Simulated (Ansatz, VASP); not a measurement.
# One calculation of CrCuO2, two programs

The input INCAR:

```
PREC = Accurate ; ENCUT = 600
EDIFF = 1E-6 ; ISMEAR = -1
SIGMA = 0.08 ; LREAL = F
LASPH = T ; NELM = 120
ALGO = Normal ; ISIF = 2
LWAVE = F ; LCHARG = F
GGA = PS ; NBANDS = 26
GGA_COMPAT = F
```

File KPOINTS:

```
Automatic mesh
0
Gamma
  11 11 11
```

POSCAR

```
CrCuO2
1.0
    1.3567334696      0.7833104339      5.2017090043
   -1.3567334696      0.7833104339      5.2017090043
    0.0000000000     -1.5666208678      5.2017090043
Cr Cu O
1 1 2
Direct
    0.5000000000      0.5000000000      0.5000000000
    0.0000000000      0.0000000000      0.0000000000
    0.1079200000      0.1079200000      0.1079200000
    0.8920800000      0.8920800000      0.8920800000
```

Input for Ansatz:

```yaml
crystal:
  lattice:
    - [1.3567334696, 0.7833104339, 5.2017090043]
    - [-1.3567334696, 0.7833104339, 5.2017090043]
    - [0.0, -1.5666208678, 5.2017090043]
  atoms:
    - { symbol: Cr, position: [0.5, 0.5, 0.5] }
    - { symbol: Cu, position: [0.0, 0.0, 0.0] }
    - { symbol: O, position: [0.10792, 0.10792, 0.10792] }
    - { symbol: O, position: [0.89208, 0.89208, 0.89208] }
kpoints:
  mp_grid: { grid: [11, 11, 11] }
scf:
  occupations: { method: fermi_dirac, width: 0.08 }
  lower_state_search: "off"
hamiltonian:
  xc: pbesol
  pseudopotentials: { kind: paw }
output:
  forces: true
  stress: true
  eigenvalues: true
```

Change from the starting cell: volume scaled by 0.76, no spin polarisation, PAW files.

Alike in both runs: task single point; functional PBEsol; k mesh 11 × 11 × 11; occupations fermi-dirac, width 0.08 eV; no spin polarisation.

|  | VASP | Ansatz |
| --- | --- | --- |
| version | VASP 6.6.1 | Ansatz 0.2.0 |
| potentials or method | VASP PAW PBE potentials, release 64 (Cr_pv, Cu, O) | PAW with Ansatz's default frozen-core files, scalar-relativistic |
| plane-wave cutoff (eV) | 600 | 420 |
| valence electrons in the cell | 35 | 45 |

|  | VASP | Ansatz | Ansatz less VASP |
| --- | --- | --- | --- |
| pressure (GPa) | 74.3 | 72.7 | -1.62 |
| traceless stress, the component that is largest in VASP (GPa) | 46.41 | 45.43 | -0.983 |
| rms of the force components (eV/Å) | 0.698 | 0.709 | +0.0112 |

VASP's potentials were made for PBE, not for PBEsol. Atom by atom the forces differ by 0.011 eV/Å (rms over components). Both programs put the cell under a high pressure, so it lies far from rest at this level. VASP's potentials hold 35 valence electrons a cell and Ansatz's 45, so a difference there can come from the potentials and not from the codes.

Noted on VASP's run: the cell as given lies far from equilibrium.
